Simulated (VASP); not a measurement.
# BeS (F-43m) in VASP: further runs

BeS is run at these levels: PBE; tasks: G0W0 quasiparticle levels.

Program: VASP 6.6.1. These are calculated values, not measurements. Logs are shortened: lines on timing, memory, paths and dates and some standing lists are left out, and cuts for length are marked.

**1. The cell of the first run**

It takes space group F-43m (No. 216, cubic). The conventional cell has a = 4.869 Å, b = 4.869 Å, c = 4.869 Å, α = 90.00°, β = 90.00°, γ = 90.00°. Be (site symmetry -43m) has 4 S at 2.11 Å within 2.8 Å. S (site symmetry -43m) has 4 Be at 2.11 Å within 2.8 Å.

**2. G0W0 quasiparticle levels, PBE**

The input, POSCAR:

```
BeS
1.0
    0.0000000000      2.4343062304      2.4343062304
    2.4343062304      0.0000000000      2.4343062304
    2.4343062304      2.4343062304      0.0000000000
Be S
1 1
Direct
    0.0000000000      0.0000000000      0.0000000000
    0.2500000000      0.2500000000      0.2500000000
```

The input, INCAR.step1:

```
SYSTEM = BeS
PREC = Accurate ; ENCUT = 500
EDIFF = 1E-8 ; ISMEAR = 0
SIGMA = 0.01 ; LREAL = .FALSE.
LASPH = .TRUE. ; NELM = 80
ALGO = Normal ; LWAVE = .TRUE.
LCHARG = .FALSE. ; GGA = PE
```

The input, INCAR.step2:

```
SYSTEM = BeS
PREC = Accurate ; ENCUT = 500
EDIFF = 1E-8 ; ISMEAR = 0
SIGMA = 0.01 ; LREAL = .FALSE.
LASPH = .TRUE. ; NELM = 1
ALGO = Exact ; LWAVE = .TRUE.
LCHARG = .FALSE. ; GGA = PE
NBANDS = 44 ; LOPTICS = .TRUE.
ISTART = 1
```

The input, INCAR.step3:

```
SYSTEM = BeS
PREC = Accurate ; ENCUT = 500
EDIFF = 1E-8 ; ISMEAR = 0
SIGMA = 0.01 ; LREAL = .FALSE.
LASPH = .TRUE. ; ALGO = EVGW0
LWAVE = .FALSE. ; LCHARG = .FALSE.
GGA = PE ; NELMGW = 1
NBANDS = 44 ; ENCUTGW = 60.0
NOMEGA = 48 ; PRECFOCK = Fast
ISTART = 1 ; NBANDSGW = 12
```

The input, KPOINTS:

```
regular mesh
0
G
  4 4 4
  0 0 0
```

Potentials or basis: VASP PAW PBE potentials, release 64 (Be_GW, S_GW).

Started as:

```console
$ cat potpaw_PBE.64/Be_GW/POTCAR potpaw_PBE.64/S_GW/POTCAR > POTCAR
$ cp INCAR.step1 INCAR
$ mpirun -np 1 vasp_std > vasp.out
$ cp INCAR.step2 INCAR
$ mpirun -np 1 vasp_std > vasp.out
$ cp INCAR.step3 INCAR
$ mpirun -np 1 vasp_std > vasp.out
```

OUTCAR:

```text
SYSTEM = BeS
   PREC = Accurate
   ENCUT = 500
   EDIFF = 1E-8
   ISMEAR = 0
   LREAL = .FALSE.
   LASPH = .TRUE.
   GGA = PE
   NELMGW = 1
   ENCUTGW = 60.0
   PRECFOCK = Fast
   ISTART = 1

 ion  position               nearest neighbor table
   1  0.000  0.000  0.000-   2 2.11   2 2.11   2 2.11   2 2.11
   2  0.250  0.250  0.250-   1 2.11   1 2.11   1 2.11   1 2.11

  LATTYP: Found a face centered cubic cell.
 ALAT       =     4.8686124608

  Lattice vectors:

 A1 = (   0.0000000000,   2.4343062304,   2.4343062304)
 A2 = (   2.4343062304,   0.0000000000,   2.4343062304)
 A3 = (   2.4343062304,   2.4343062304,   0.0000000000)

Analysis of symmetry for initial positions (statically):
=====================================================================
 Subroutine PRICEL returns:
 Original cell was already a primitive cell.

 Routine SETGRP: Setting up the symmetry group for a
 face centered cubic supercell.

 Subroutine GETGRP returns: Found 24 space group operations
 (whereof 24 operations were pure point group operations)
 out of a pool of 48 trial point group operations.

The static configuration has the point symmetry T_d .

Analysis of symmetry for dynamics (positions and initial velocities):
=====================================================================
 Subroutine PRICEL returns:
 Original cell was already a primitive cell.

 Routine SETGRP: Setting up the symmetry group for a
 face centered cubic supercell.

 Subroutine GETGRP returns: Found 24 space group operations
 (whereof 24 operations were pure point group operations)
 out of a pool of 48 trial point group operations.

The dynamic configuration has the point symmetry T_d .

 Subroutine INISYM returns: Found 24 space group operations
 (whereof 24 operations are pure point group operations),
 and found     1 'primitive' translations

----------------------------------------------------------------------------------------

                                     Primitive cell

  volume of cell :      28.8507

  direct lattice vectors                    reciprocal lattice vectors
     0.000000000  2.434306230  2.434306230    -0.205397330  0.205397330  0.205397330
     2.434306230  0.000000000  2.434306230     0.205397330 -0.205397330  0.205397330
     2.434306230  2.434306230  0.000000000     0.205397330  0.205397330 -0.205397330

  length of vectors
     3.442628886  3.442628886  3.442628886     0.355758611  0.355758611  0.355758611

  position of ions in fractional coordinates (direct lattice)
     0.000000000  0.000000000  0.000000000
     0.250000000  0.250000000  0.250000000

  ion indices of the primitive-cell ions
   primitive index   ion index
                 1           1
                 2           2

----------------------------------------------------------------------------------------

 KPOINTS: regular mesh

Automatic generation of k-mesh.
 Grid dimensions read from file:
 generate k-points for:    4    4    4

 Generating k-lattice:

  Cartesian coordinates                     Fractional coordinates (reciprocal lattice)
    -0.051349332  0.051349332  0.051349332     0.250000000  0.000000000  0.000000000
     0.051349332 -0.051349332  0.051349332     0.000000000  0.250000000  0.000000000
     0.051349332  0.051349332 -0.051349332     0.000000000  0.000000000  0.250000000

  Length of vectors
     0.088939653  0.088939653  0.088939653

  Shift w.r.t. Gamma in fractional coordinates (k-lattice)
     0.000000000  0.000000000  0.000000000

 Subroutine IBZKPT returns following result:
 ===========================================

 Found      8 irreducible k-points:

 Following reciprocal coordinates:
            Coordinates               Weight
  0.000000  0.000000  0.000000      1.000000
  0.250000  0.000000  0.000000      8.000000
  0.500000  0.000000  0.000000      4.000000
  0.250000  0.250000  0.000000      6.000000
  0.500000  0.250000  0.000000     24.000000
 -0.250000  0.250000  0.000000     12.000000
  0.500000  0.500000  0.000000      3.000000
 -0.250000  0.500000  0.250000      6.000000
   k-points           NKPTS =      8   k-points in BZ     NKDIM =     64   number of bands    NBANDS=     44
   number of dos      NEDOS =    301   number of ions     NIONS =      2
   total plane-waves  NPLWV =  21952
   dimension x,y,z NGX =    28 NGY =   28 NGZ =   28
   dimension x,y,z NGXF=    56 NGYF=   56 NGZF=   56
   ions per type =               1   1
   NGX,Y,Z   is equivalent  to a cutoff of  13.52, 13.52, 13.52 a.u.
   NGXF,Y,Z  is equivalent  to a cutoff of  27.04, 27.04, 27.04 a.u.
 SYSTEM =  BeS
   PREC   = accura    normal or accurate (medium, high low for compatibility)
   ISTART =      1    job   : 0-new  1-cont  2-samecut
   ICHARG =      0    charge: 1-file 2-atom 10-const
   ISPIN  =      1    spin polarized calculation?
   LNONCOLLINEAR =      F non collinear calculations
   LSORBIT =      F    spin-orbit coupling
   LASPH  =      T    aspherical Exc in radial PAW
   ENCUT  =  500.0 eV  36.75 Ry    6.06 a.u.   6.28  6.28  6.28*2*pi/ulx,y,z
   NELM   =     60;   NELMIN=  2; NELMDL=  0     # of ELM steps
   EDIFF  = 0.1E-07   stopping-criterion for ELM
   LREAL  =      F    real-space projection
   EDIFFG = 0.1E-06   stopping-criterion for IOM
   NSW    =      0    number of steps for IOM
   IBRION =     -1    ionic relax: 0-MD 1-quasi-New 2-CG
   NFREE  =      0    steps in history (QN), initial steepest desc. (CG)
   ISIF   =      0    stress and relaxation
   ISYM   =      3    0-nonsym 1-usesym 2-fastsym
   POTIM  = 0.5000    time-step for ionic-motion
   TEBEG  =    0.0;   TEEND  =   0.0 temperature during run
   PSTRESS=    0.0 pullay stress
   NELECT =       8.0000    total number of electrons
   NUPDOWN=      -1.0000    fix difference up-down
   EMIN   =  10.00;   EMAX   =-10.00  energy-range for DOS
   EFERMI =   0.00;   METHOD = LEGACY
   ISMEAR =     0;   SIGMA  =   0.01  broadening in eV -4-tet -1-fermi 0-gaus
   EFERMI_NEDOS =   21; number of points for ismear=-14 and -15
   IALGO  =     38    algorithm
   IMIX   =      4    mixing-type and parameters
     AMIX     =   0.40;   BMIX     =  1.00
     AMIX_MAG =   1.60;   BMIX_MAG =  1.00
  volume/ion in A,a.u.               =      14.43        97.35
  Fermi-wavevector in a.u.,A,eV,Ry     =   1.067545  2.017368 15.505918  1.139653
  Thomas-Fermi vector in A             =   2.203165
   LORBIT       =      0    0 simple, 1 ext, 2 COOP (PROOUT), +10 PAW based schemes
   GGA     = PE    functional components
   LHFCALC =     T    Hartree Fock is set to
   PRECFOCK=fast      Normal, Fast or Accurate (Low or Medium for compatibility)
   ENCUT4O =  -1.0   cutoff for four orbital integrals eV
   NKREDX  =     1    reduce k-point grid by
   NKREDY  =     1    reduce k-point grid by
   NKREDZ  =     1    reduce k-point grid by
   AEXX    =    1.0000 exact exchange contribution
   HFSCREEN=    0.0000 screening length (either q_TF or 0.3 A-1)
   HFSCREENC=   0.0000 screening length for correlation (either q_TF or 0.3 A-1)
   ENCUTFOCK=  -1.0 apply spherical cutoff to Coloumb kernel
   IVDW    =     0    specifies the selected vdW correction
   LEPSILON=     F    determine dielectric tensor
   LRPA    =     F    only Hartree local field effects (RPA)
   LRPAFORCE           =     F    calculate RPA forces
   ENCUTGW             =  60.0    cutoff for response function in eV
   ENCUTGWSOFT         =  48.0    soft cutoff for Coulomb kernel in GW response function in eV
   ENCUTLF             =  -1.0    cutoff for local field effects
   NELMGW              =     1    number of iterations in solving QP/BSE equation
   NELMHF              =     1    number of iterations in the inner HF iteration
   NKREDLFX            =     1    NKREDLFY  =   1   NKREDLFZ  =   1
 non-spin polarized calculation
 Gauss-broadening in eV      SIGMA  =   0.01
  energy-cutoff  :      500.00
  volume of cell :       28.85
 maximum number of plane-waves:       754
 NGX is ok and might be reduce to    28
  NGX = 14; NGY = 14; NGZ = 14
   NGX = 13   NGY = 13   NGZ = 13
 maximum number of plane-waves:        34
 NGX is ok and might be reduce to    10

 QP shifts <psi_nk| G(iteration)W_0 |psi_nk>: iteration 1
 for sc-GW calculations column KS-energies equals QP-energies in previous step
 and V_xc(KS)=  KS-energies - (<T + V_ion + V_H > + <T+V_H+V_ion>^1  + <V_x>^1)

 k-point   1 :       0.0000    0.0000    0.0000
  band No.  KS-energies  QP-energies   sigma(KS)   V_xc(KS)     V^pw_x(r,r')   Z            occupation Imag(sigma)

      1      -9.9238     -10.5976     -13.6685     -12.7969     -21.3167       0.7731       2.0000       1.6016
      2       3.6985       3.2173     -14.3108     -13.7029     -16.6002       0.7916       2.0000       0.0721
      3       3.6985       3.2173     -14.3108     -13.7029     -16.6002       0.7916       2.0000       0.0721
      4       3.6985       3.2173     -14.3108     -13.7029     -16.6002       0.7916       2.0000       0.0721
      5       9.3382      10.3076      -9.3014     -10.5184      -5.2071       0.7965       0.0000      -0.0919
      6       9.3382      10.3076      -9.3014     -10.5184      -5.2071       0.7965       0.0000      -0.0919
      7       9.3382      10.3076      -9.3014     -10.5184      -5.2071       0.7965       0.0000      -0.0919
      8       9.4800      10.1690      -9.5529     -10.4162      -5.2385       0.7981       0.0000      -0.1008
      9      16.3137      17.4968      -9.9016     -11.4347      -4.9428       0.7718       0.0000      -0.2110
     10      16.3137      17.4968      -9.9016     -11.4347      -4.9428       0.7718       0.0000      -0.2110
     11      18.4840      18.6609      -8.2922      -8.5247      -2.3184       0.7606       0.0000      -0.4924
     12      20.1712      20.5438      -8.1987      -8.6744      -2.2504       0.7832       0.0000      -0.5912

 k-point   2 :       0.2500    0.0000    0.0000
  band No.  KS-energies  QP-energies   sigma(KS)   V_xc(KS)     V^pw_x(r,r')   Z            occupation Imag(sigma)

      1      -9.2680      -9.8032     -13.7709     -13.0514     -21.3133       0.7437       2.0000       1.4216
      2       0.4246      -0.3903     -13.2209     -12.1613     -16.1664       0.7691       2.0000       0.1137
      3       3.1096       2.5689     -14.0417     -13.3566     -16.4114       0.7892       2.0000       0.0768
      4       3.1096       2.5689     -14.0417     -13.3566     -16.4114       0.7892       2.0000       0.0768
      5       9.1953       9.9944      -9.4264     -10.4274      -5.3194       0.7983       0.0000      -0.0934
      6      10.2269      11.2223      -9.4384     -10.6956      -5.1745       0.7918       0.0000      -0.1020
      7      10.2269      11.2223      -9.4384     -10.6956      -5.1745       0.7918       0.0000      -0.1020
      8      12.8662      13.8062     -10.0905     -11.3077      -5.2947       0.7723       0.0000      -0.1499
      9      15.4468      16.4141      -9.4498     -10.6949      -4.5182       0.7769       0.0000      -0.2100
     10      15.4468      16.4141      -9.4498     -10.6949      -4.5182       0.7769       0.0000      -0.2100
     11      17.8989      18.1401      -8.0468      -8.3595      -2.2990       0.7712       0.0000      -0.4317
     12      21.0833      21.5590      -8.4270      -9.0426      -2.2906       0.7727       0.0000      -0.7105
[... 68 lines left out ...]
      1      -7.8089      -8.1196     -14.2937     -13.8611     -21.5267       0.7183       2.0000       1.0724
      2      -1.2728      -2.2769     -13.0281     -11.6819     -16.6217       0.7459       2.0000       0.1630
      3       1.0896       0.3282     -13.4428     -12.4587     -16.2827       0.7737       2.0000       0.1021
      4       1.0896       0.3282     -13.4428     -12.4587     -16.2827       0.7737       2.0000       0.1021
      5       6.8184       7.2916      -8.5414      -9.1218      -4.8084       0.8151       0.0000      -0.0805
      6       8.5950       9.2839      -9.0892      -9.9441      -5.1839       0.8059       0.0000      -0.0868
      7      16.3202      17.5445     -10.1383     -11.7918      -4.2895       0.7404       0.0000      -0.3039
      8      16.3202      17.5445     -10.1383     -11.7918      -4.2895       0.7404       0.0000      -0.3039
      9      19.0880      20.0028     -10.5070     -11.7307      -4.4770       0.7476       0.0000      -0.5180
     10      19.6642      21.1005     -10.5591     -12.4386      -4.8661       0.7642       0.0000      -0.4376
     11      20.2965      21.3425     -10.2777     -11.6317      -4.4480       0.7725       0.0000      -0.6132
     12      20.2965      21.3425     -10.2777     -11.6317      -4.4480       0.7725       0.0000      -0.6132

 k-point   8 :      -0.2500    0.5000    0.2500
  band No.  KS-energies  QP-energies   sigma(KS)   V_xc(KS)     V^pw_x(r,r')   Z            occupation Imag(sigma)

      1      -7.7559      -8.0711     -14.3663     -13.9285     -21.5811       0.7200       2.0000       1.0582
      2      -0.5221      -1.4677     -13.2458     -11.9915     -16.6418       0.7539       2.0000       0.1407
      3      -0.1174      -1.0031     -12.9594     -11.8017     -15.9977       0.7650       2.0000       0.1226
      4       0.3978      -0.4148     -12.7802     -11.7282     -15.5647       0.7724       2.0000       0.1074
      5      10.1403      10.8464      -9.6256     -10.5107      -5.6277       0.7978       0.0000      -0.0986
      6      11.7545      12.5854      -9.0469     -10.0920      -4.6353       0.7950       0.0000      -0.1154
      7      12.0695      12.9434      -9.0972     -10.2212      -4.1861       0.7774       0.0000      -0.1400
      8      12.4441      13.5699     -10.3451     -11.8058      -5.6127       0.7707       0.0000      -0.1421
      9      17.8162      19.1275     -10.1763     -11.9142      -4.5042       0.7545       0.0000      -0.3549
     10      17.9928      18.9494     -10.2072     -11.4961      -4.1889       0.7422       0.0000      -0.4417
     11      20.4504      21.7546     -10.0961     -11.8088      -4.0217       0.7614       0.0000      -0.5662
     12      22.0868      22.8755      -9.5576     -10.5489      -3.4749       0.7957       0.0000      -0.8614
```

Wall time 64 s (1 thread of Intel Xeon 8259CL, shared host); peak memory 0.24 GiB.

Results:

| Item | Value |
| --- | --- |
| Band gap on the k mesh, mean-field level | 3.12 eV, indirect (least direct gap 5.64 eV) |
| Quasiparticle gap | 4.07 eV |
| Least direct quasiparticle gap | 6.96 eV |

Caveat: the k points lie up to 0.56 Å⁻¹ apart; bands, screening cutoff and mesh are small and nothing is extrapolated, so the quasiparticle values aren't converged.

[end of part 1 of 2]
